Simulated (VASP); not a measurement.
# AlB2As3 (P6_3mc) in VASP: notebook

Runs on AlB2As3. Level: PBE. Tasks: single point.

Everything below comes from runs of VASP 6.6.1. Logs are shortened: lines on timing, memory, paths and dates and some standing lists are left out, and cuts for length are marked.

**1. The cell of the first run**

The structure is hexagonal, space group P6_3mc (No. 186). The conventional cell has a = 3.582 Å, b = 3.582 Å, c = 18.234 Å, α = 90.00°, β = 90.00°, γ = 120.00°. Al (site symmetry 3m) has 4 As at 2.34 to 2.48 Å within 3.1 Å. B (site symmetry 3m) has 4 As at 2.09 to 2.17 Å within 2.8 Å. B (site symmetry 3m) has 4 As at 2.11 to 2.18 Å within 2.8 Å. As (site symmetry 3m) has 3 B at 2.18 Å and 1 Al at 2.48 Å within 2.9 Å. Within 2.8 Å of As (site symmetry 3m) lie 1 B at 2.09 Å and 3 Al at 2.34 Å. Within 2.8 Å of As (site symmetry 3m) lie 4 B at 2.11 to 2.17 Å.

**2. Single point, PBE**

Contents of INCAR:

```
ALGO = Normal ; EDIFF = 1E-6
ENCUT = 520 ; GGA = PE
ISIF = 2 ; ISMEAR = 0
LASPH = T ; LCHARG = F
LREAL = F ; LWAVE = F
NBANDS = 36 ; NELM = 60
PREC = Accurate ; SIGMA = 0.1
```

Contents of KPOINTS:

```
k-points
0
Gamma
  6 6 1
```

Contents of POSCAR:

```
AlB2As3
1.0
    3.5816515026      0.0000000000      0.0000000000
   -1.7908257513      3.1018011887      0.0000000000
    0.0000000000      0.0000000000     18.2341612690
Al B As
2 4 6
Direct
    0.3333333333      0.6666666667      0.0019359334
    0.6666666667      0.3333333333      0.5019359334
    0.3333333333      0.6666666667      0.3275116968
    0.3333333333      0.6666666667      0.6752158450
    0.6666666667      0.3333333333      0.1752158450
    0.6666666667      0.3333333333      0.8275116968
    0.3333333333      0.6666666667      0.1381733536
    0.3333333333      0.6666666667      0.4421663170
    0.3333333333      0.6666666667      0.7909968642
    0.6666666667      0.3333333333      0.2909968642
    0.6666666667      0.3333333333      0.6381733536
    0.6666666667      0.3333333333      0.9421663170
```

Potentials or basis: VASP PAW PBE potentials, release 64 (Al, B, As).

On the command line:

```
$ cat potpaw_PBE.64/Al/POTCAR potpaw_PBE.64/B/POTCAR potpaw_PBE.64/As/POTCAR > POTCAR
$ mpirun -np 1 vasp_std > vasp.out
```

OUTCAR:

```text
EDIFF = 1E-6
   ENCUT = 520
   GGA = PE
   ISIF = 2
   ISMEAR = 0
   LASPH = T
   LREAL = F
   NELM = 60
   PREC = Accurate

 ion  position               nearest neighbor table
   1  0.333  0.667  0.002-  12 2.34  12 2.34  12 2.34   7 2.48
   2  0.667  0.333  0.502-   8 2.34   8 2.34   8 2.34  11 2.48
   3  0.333  0.667  0.328-   8 2.09  10 2.17  10 2.17  10 2.17
   4  0.333  0.667  0.675-   9 2.11  11 2.18  11 2.18  11 2.18
   5  0.667  0.333  0.175-  10 2.11   7 2.18   7 2.18   7 2.18
   6  0.667  0.333  0.828-  12 2.09   9 2.17   9 2.17   9 2.17
   7  0.333  0.667  0.138-   5 2.18   5 2.18   5 2.18   1 2.48
   8  0.333  0.667  0.442-   3 2.09   2 2.34   2 2.34   2 2.34
   9  0.333  0.667  0.791-   4 2.11   6 2.17   6 2.17   6 2.17
  10  0.667  0.333  0.291-   5 2.11   3 2.17   3 2.17   3 2.17
  11  0.667  0.333  0.638-   4 2.18   4 2.18   4 2.18   2 2.48
  12  0.667  0.333  0.942-   6 2.09   1 2.34   1 2.34   1 2.34

  LATTYP: Found a hexagonal cell.
 ALAT       =     3.5816515026
 C/A-ratio  =     5.0909925926

  Lattice vectors:

 A1 = (   3.5816515026,   0.0000000000,   0.0000000000)
 A2 = (  -1.7908257513,   3.1018011887,   0.0000000000)
 A3 = (   0.0000000000,   0.0000000000,  18.2341612690)

Analysis of symmetry for initial positions (statically):
=====================================================================
 Subroutine PRICEL returns:
 Original cell was already a primitive cell.

 Routine SETGRP: Setting up the symmetry group for a
 hexagonal supercell.

 Subroutine GETGRP returns: Found 12 space group operations
 (whereof  6 operations were pure point group operations)
 out of a pool of 24 trial point group operations.

The static configuration has the point symmetry C_3v.
 The point group associated with its full space group is C_6v.

Analysis of symmetry for dynamics (positions and initial velocities):
=====================================================================
 Subroutine PRICEL returns:
 Original cell was already a primitive cell.

 Routine SETGRP: Setting up the symmetry group for a
 hexagonal supercell.

 Subroutine GETGRP returns: Found 12 space group operations
 (whereof  6 operations were pure point group operations)
 out of a pool of 24 trial point group operations.

The dynamic configuration has the point symmetry C_3v.
 The point group associated with its full space group is C_6v.

 Subroutine INISYM returns: Found 12 space group operations
 (whereof  6 operations are pure point group operations),
 and found     1 'primitive' translations

----------------------------------------------------------------------------------------

                                     Primitive cell

  volume of cell :     202.5737

  direct lattice vectors                    reciprocal lattice vectors
     3.581651503  0.000000000  0.000000000     0.279200810  0.161196663  0.000000000
    -1.790825751  3.101801189  0.000000000     0.000000000  0.322393325  0.000000000
     0.000000000  0.000000000 18.234161269     0.000000000  0.000000000  0.054842117

  length of vectors
     3.581651503  3.581651503 18.234161269     0.322393325  0.322393325  0.054842117

  position of ions in fractional coordinates (direct lattice)
     0.333333333  0.666666667  0.001935933
     0.666666667  0.333333333  0.501935933
     0.333333333  0.666666667  0.327511697
     0.333333333  0.666666667  0.675215845
     0.666666667  0.333333333  0.175215845
     0.666666667  0.333333333  0.827511697
     0.333333333  0.666666667  0.138173354
     0.333333333  0.666666667  0.442166317
     0.333333333  0.666666667  0.790996864
     0.666666667  0.333333333  0.290996864
     0.666666667  0.333333333  0.638173354
     0.666666667  0.333333333  0.942166317

  ion indices of the primitive-cell ions
   primitive index   ion index
                 1           1
                 2           2
                 3           3
                 4           4
                 5           5
                 6           6
                 7           7
                 8           8
                 9           9
                10          10
                11          11
                12          12

----------------------------------------------------------------------------------------

 KPOINTS: k-points

Automatic generation of k-mesh.
 Grid dimensions read from file:
 generate k-points for:    6    6    1

 Generating k-lattice:

  Cartesian coordinates                     Fractional coordinates (reciprocal lattice)
     0.046533468  0.026866110  0.000000000     0.166666667  0.000000000  0.000000000
     0.000000000  0.053732221  0.000000000     0.000000000  0.166666667  0.000000000
     0.000000000  0.000000000  0.054842117     0.000000000  0.000000000  1.000000000

  Length of vectors
     0.053732221  0.053732221  0.054842117

  Shift w.r.t. Gamma in fractional coordinates (k-lattice)
     0.000000000  0.000000000  0.000000000

 Subroutine IBZKPT returns following result:
 ===========================================

 Found      7 irreducible k-points:

 Following reciprocal coordinates:
            Coordinates               Weight
  0.000000  0.000000  0.000000      1.000000
  0.166667  0.000000  0.000000      6.000000
  0.333333  0.000000  0.000000      6.000000
  0.500000  0.000000  0.000000      3.000000
  0.166667  0.166667  0.000000      6.000000
  0.333333  0.166667  0.000000     12.000000
  0.333333  0.333333  0.000000      2.000000
   k-points           NKPTS =      7   k-points in BZ     NKDIM =      7   number of bands    NBANDS=     36
   number of dos      NEDOS =    301   number of ions     NIONS =     12
   total plane-waves  NPLWV = 109760
   dimension x,y,z NGX =    28 NGY =   28 NGZ =  140
   dimension x,y,z NGXF=    56 NGYF=   56 NGZF=  280
   ions per type =               2   4   6
   NGX,Y,Z   is equivalent  to a cutoff of  13.00, 13.00, 12.76 a.u.
   NGXF,Y,Z  is equivalent  to a cutoff of  25.99, 25.99, 25.53 a.u.
 SYSTEM =  unknown system
   PREC   = accura    normal or accurate (medium, high low for compatibility)
   ISTART =      0    job   : 0-new  1-cont  2-samecut
   ICHARG =      2    charge: 1-file 2-atom 10-const
   ISPIN  =      1    spin polarized calculation?
   LNONCOLLINEAR =      F non collinear calculations
   LSORBIT =      F    spin-orbit coupling
   LASPH  =      T    aspherical Exc in radial PAW
   ENCUT  =  520.0 eV  38.22 Ry    6.18 a.u.   6.66  6.66 33.90*2*pi/ulx,y,z
   NELM   =     60;   NELMIN=  2; NELMDL= -5     # of ELM steps
   EDIFF  = 0.1E-05   stopping-criterion for ELM
   LREAL  =      F    real-space projection
   EDIFFG = 0.1E-04   stopping-criterion for IOM
   NSW    =      0    number of steps for IOM
   IBRION =     -1    ionic relax: 0-MD 1-quasi-New 2-CG
   NFREE  =      0    steps in history (QN), initial steepest desc. (CG)
   ISIF   =      2    stress and relaxation
   ISYM   =      2    0-nonsym 1-usesym 2-fastsym
   POTIM  = 0.5000    time-step for ionic-motion
   TEBEG  =    0.0;   TEEND  =   0.0 temperature during run
   PSTRESS=    0.0 pullay stress
   NELECT =      48.0000    total number of electrons
   NUPDOWN=      -1.0000    fix difference up-down
   EMIN   =  10.00;   EMAX   =-10.00  energy-range for DOS
   EFERMI =   0.00;   METHOD = LEGACY
   ISMEAR =     0;   SIGMA  =   0.10  broadening in eV -4-tet -1-fermi 0-gaus
   EFERMI_NEDOS =   21; number of points for ismear=-14 and -15
   IALGO  =     38    algorithm
   IMIX   =      4    mixing-type and parameters
     AMIX     =   0.40;   BMIX     =  1.00
     AMIX_MAG =   1.60;   BMIX_MAG =  1.00
  volume/ion in A,a.u.               =      16.88       113.92
  Fermi-wavevector in a.u.,A,eV,Ry     =   1.013042  1.914372 13.963041  1.026255
  Thomas-Fermi vector in A             =   2.146188
   LORBIT       =      0    0 simple, 1 ext, 2 COOP (PROOUT), +10 PAW based schemes
   GGA     = PE    functional components
   LHFCALC =     F    Hartree Fock is set to
   AEXX    =    0.0000 exact exchange contribution
   IVDW    =     0    specifies the selected vdW correction
   LEPSILON=     F    determine dielectric tensor
   LRPA    =     F    only Hartree local field effects (RPA)
 non-spin polarized calculation
 Gauss-broadening in eV      SIGMA  =   0.10
  energy-cutoff  :      520.00
  volume of cell :      202.57
 maximum number of plane-waves:      5503
 NGX is ok and might be reduce to    28
   NGX = 13   NGY = 13   NGZ = 67

 number of electron      48.0000002 magnetization

 Free energy of the ion-electron system (eV)
  ---------------------------------------------------
  ext. energy  EPLUGINS =         0.00000000
  ---------------------------------------------------
  free energy    TOTEN  =       -61.71003878 eV

  energy without entropy =      -61.70429424  energy(sigma->0) =      -61.70716651

 E-fermi :   6.0159     XC(G=0):  -9.8806

 val. band max:        5.9592295381   @ k =   0.0000   0.0000   0.0000
 cond. band min:       6.1227221593   @ k =   0.3333   0.0000   0.0000
 fundamental gap:      0.1634926212
 Fermi energy:         6.0159344392

 k-point     1 :       0.0000    0.0000    0.0000
  band No.  band energies     occupation
      1      -8.9918      2.00000
      2      -8.8961      2.00000
      3      -8.0844      2.00000
      4      -7.6874      2.00000
      5      -6.9885      2.00000
      6      -6.5201      2.00000
[... 28 lines left out ...]
     35       9.3611      0.00000
     36       9.3612      0.00000

 k-point     2 :       0.1667    0.0000    0.0000
  band No.  band energies     occupation
      1      -8.6535      2.00000
      2      -8.5609      2.00000
      3      -7.7534      2.00000
      4      -7.3699      2.00000
      5      -6.6842      2.00000
      6      -6.2387      2.00000
[... 28 lines left out ...]
     35       9.5207      0.00000
     36      10.0242      0.00000

 k-point     3 :       0.3333    0.0000    0.0000
  band No.  band energies     occupation
      1      -7.7131      2.00000
      2      -7.6330      2.00000
      3      -6.8622      2.00000
      4      -6.5377      2.00000
      5      -5.9608      2.00000
      6      -5.6327      2.00000
[... 28 lines left out ...]
     35       9.5793      0.00000
     36      10.1326      0.00000

 k-point     4 :       0.5000    0.0000    0.0000
  band No.  band energies     occupation
      1      -6.8280      2.00000
      2      -6.7752      2.00000
      3      -6.1324      2.00000
      4      -5.9723      2.00000
      5      -5.6673      2.00000
      6      -5.5907      2.00000
[... 28 lines left out ...]
     35       9.5965      0.00000
     36       9.8266      0.00000

 k-point     5 :       0.1667    0.1667    0.0000
  band No.  band energies     occupation
      1      -8.0075      2.00000
      2      -7.9225      2.00000
      3      -7.1343      2.00000
      4      -6.7851      2.00000
      5      -6.1562      2.00000
      6      -5.7767      2.00000
[... 28 lines left out ...]
     35       9.7488      0.00000
     36      10.0313      0.00000

 k-point     6 :       0.3333    0.1667    0.0000
  band No.  band energies     occupation
      1      -6.9294      2.00000
      2      -6.8693      2.00000
      3      -6.1929      2.00000
      4      -5.9810      2.00000
      5      -5.6270      2.00000
      6      -5.4848      2.00000
[... 28 lines left out ...]
     35      10.0290      0.00000
     36      10.2898      0.00000

 k-point     7 :       0.3333    0.3333    0.0000
  band No.  band energies     occupation
      1      -6.1776      2.00000
      2      -6.1776      2.00000
      3      -5.8714      2.00000
      4      -5.8714      2.00000
      5      -5.5674      2.00000
      6      -5.5674      2.00000
[... 28 lines left out ...]
     35      11.1484      0.00000
     36      11.1484      0.00000

------------------------ aborting loop because EDIFF is reached ----------------------------------------

  FORCE on cell =-STRESS in cart. coord.  units (eV):
  Direction    XX          YY          ZZ          XY          YZ          ZX
  --------------------------------------------------------------------------------------
  -------------------------------------------------------------------------------------
  Total        0.3401281      0.3401281      0.6721580      0.0000000      0.0000000      0.0000000
  in kB        2.6901095      2.6901095      5.3161703      0.0000000      0.0000000      0.0000000
  external PRESSURE =       3.5654631 kB  Pullay stress =       0.0000000 kB

 VOLUME and BASIS-vectors are now :
 -----------------------------------------------------------------------------
  energy-cutoff  :      520.00
  volume of cell :      202.57
      direct lattice vectors                 reciprocal lattice vectors
     3.581651503  0.000000000  0.000000000     0.279200810  0.161196663  0.000000000
    -1.790825751  3.101801189  0.000000000     0.000000000  0.322393325  0.000000000
     0.000000000  0.000000000 18.234161269     0.000000000  0.000000000  0.054842117

 POSITION                                       TOTAL-FORCE (eV/Angst)
 -----------------------------------------------------------------------------------
     -0.00000      2.06787      0.03530        -0.000000      0.000000      0.037334
      1.79083      1.03393      9.15238         0.000000     -0.000000      0.037334
     -0.00000      2.06787      5.97190         0.000000     -0.000000      0.001420
     -0.00000      2.06787     12.31199         0.000000     -0.000000      0.006918
      1.79083      1.03393      3.19491        -0.000000     -0.000000      0.006918
      1.79083      1.03393     15.08898         0.000000     -0.000000      0.001420
     -0.00000      2.06787      2.51948         0.000000     -0.000000     -0.002101
     -0.00000      2.06787      8.06253        -0.000000      0.000000     -0.022193
     -0.00000      2.06787     14.42316         0.000000      0.000000     -0.021378
      1.79083      1.03393      5.30608         0.000000     -0.000000     -0.021378
      1.79083      1.03393     11.63656        -0.000000     -0.000000     -0.002101
      1.79083      1.03393     17.17961        -0.000000      0.000000     -0.022193
 -----------------------------------------------------------------------------------
    total drift:                               -0.000000     -0.000000     -0.000762

  FREE ENERGIE OF THE ION-ELECTRON SYSTEM (eV)
  ---------------------------------------------------
  free  energy   TOTEN  =       -61.7100387775 eV

  energy  without entropy=      -61.7042942413  energy(sigma->0) =      -61.70716651
```

Run time: 2.6 min. Hardware: 1 thread of Intel Xeon 8259CL, shared host; peak memory 0.33 GiB.

What came out:

```yaml
Free_energy: -61.7100 eV
Pressure: 0.4 GPa
Largest_force: 0.037 eV/Å
Band_gap_on_the_k_mesh: 0.16 eV (least direct gap 0.41 eV)
```

Forces in eV/Å, atoms in the order of the input:
```
Al   0.000  0.000  0.037
Al   0.000  0.000  0.037
B    0.000  0.000  0.001
B    0.000  0.000  0.007
B    0.000  0.000  0.007
B    0.000  0.000  0.001
As   0.000  0.000 -0.002
As   0.000  0.000 -0.022
As   0.000  0.000 -0.021
As   0.000  0.000 -0.021
As   0.000  0.000 -0.002
As   0.000  0.000 -0.022
```

Levels at points of the mesh, in eV from the valence-band top:
```tsv
k point	band 22	band 23	band 24	band 25	band 26	band 27
(0.00, 0.00, 0.00)	-0.13	0.00	0.00	0.41	0.47	1.00
(0.50, 0.00, 0.00)	-2.97	-1.78	-1.62	0.22	0.33	0.40
```

Caveat: an odd mesh through Γ misses points on the zone boundary, where band edges can lie.

**3. Single point, PBE**

This run uses another cell than the first one, of 17.11 Å³/atom.

Contents of INCAR:

```
SYSTEM = AlB2As3
ALGO = Normal
EDIFF = 1E-6
ENCUT = 520
GGA = PE
ISIF = 2
ISMEAR = 0
LASPH = .TRUE.
LCHARG = .FALSE.
LREAL = .FALSE.
LWAVE = .FALSE.
NBANDS = 36
NELM = 60
PREC = Accurate
SIGMA = 0.1
```

Contents of KPOINTS:

```
k-points
0
G
  6 6 1
  0 0 0
```

Contents of POSCAR:

```
AlB2As3
1.0
    3.6364835000      0.0000000000      0.0000000000
   -1.8182417500      3.1492870900      0.0000000000
    0.0000000000      0.0000000000     17.9293284500
Al B As
2 4 6
Direct
    0.3333333300      0.6666666700      0.0002276700
    0.6666666700      0.3333333300      0.5002276700
    0.3333333300      0.6666666700      0.3335610000
    0.3333333300      0.6666666700      0.6668943300
    0.6666666700      0.3333333300      0.1668943300
    0.6666666700      0.3333333300      0.8335610000
    0.3333333300      0.6666666700      0.1251056700
    0.3333333300      0.6666666700      0.4584390000
    0.3333333300      0.6666666700      0.7917723400
    0.6666666700      0.3333333300      0.2917723400
    0.6666666700      0.3333333300      0.6251056700
    0.6666666700      0.3333333300      0.9584390000
```

Potentials or basis: VASP PAW PBE potentials, release 64 (Al, B, As).

On the command line:

```
$ cat potpaw_PBE.64/Al/POTCAR potpaw_PBE.64/B/POTCAR potpaw_PBE.64/As/POTCAR > POTCAR
$ mpirun -np 1 vasp_std > vasp.out
```

It took 2.6 min on 1 thread of Intel Xeon 8259CL, shared host; peak memory 0.33 GiB.

The run converged. Its results:

| Property | Result |
| --- | --- |
| Free energy | -59.6953 eV |
| Pressure | 3.0 GPa |
| Largest force | 3.820 eV/Å |
| Band gap on the k mesh | 0.80 eV (least direct gap 1.25 eV) |

Forces on the atoms (eV/Å):
```
Al   0.000  0.000 -0.437
Al   0.000  0.000 -0.437
B    0.000  0.000 -0.190
B    0.000  0.000  0.362
B    0.000  0.000  0.362
B    0.000  0.000 -0.190
As   0.000  0.000  3.820
As   0.000  0.000 -3.553
As   0.000  0.000 -0.001
As   0.000  0.000 -0.001
As   0.000  0.000  3.820
As   0.000  0.000 -3.553
```

Stress tensor (GPa, compression positive):
```
2.49 0.00 0.00
0.00 2.49 0.00
0.00 0.00 3.95
```

Levels at points of the mesh, in eV from the valence-band top:
| k point | band 22 | band 23 | band 24 | band 25 | band 26 | band 27 |
| --- | --- | --- | --- | --- | --- | --- |
| (0.00, 0.00, 0.00) | -0.32 | 0.00 | 0.00 | 1.25 | 1.33 | 1.62 |
| (0.50, 0.00, 0.00) | -2.25 | -1.92 | -1.49 | 0.80 | 1.19 | 1.35 |

Caveat: an odd mesh through Γ misses points on the zone boundary, where band edges can lie; forces of over 1 eV/Å act on the atoms, so gaps and moduli don't describe the material at rest.
